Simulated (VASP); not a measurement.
A run of VASP 6.6.1:

The input INCAR:

```
  PREC = Accurate
  ENCUT = 520
  EDIFF = 1E-7
  ISMEAR = 0
  SIGMA = 0.1
  LREAL = False
  LASPH = True
  NELM = 60
  ALGO = Normal
  ISIF = 2
  LWAVE = False
  LCHARG = False
  GGA = PE
  NBANDS = 14
```

The input KPOINTS:

```
regular mesh
0
Gamma
  18 18 10
```

File POSCAR:

```
Re
1.0
    2.7748870727      0.0000000000      0.0000000000
   -1.3874435363      2.4031226976      0.0000000000
    0.0000000000      0.0000000000      4.4841279632
Re
2
Direct
    0.3333333333      0.6666666667      0.2500000000
    0.6666666667      0.3333333333      0.7500000000
```

Potentials or basis: VASP PAW PBE potentials, release 64 (Re).

Command:

```sh
$ cat potpaw_PBE.64/Re/POTCAR > POTCAR
$ mpirun -np 1 vasp_std > vasp.out
```

Hardware: 1 thread of AMD EPYC 9R45 96-Core Processor (Zen 5) (shared host).

Question: Estimate the wall time of this run.

Answer: Wall time 66 s on 1 thread of AMD EPYC 9R45 96-Core Processor (Zen 5) (shared host), peak memory 0.19 GiB. Counts: scf iterations 13, k points 222.
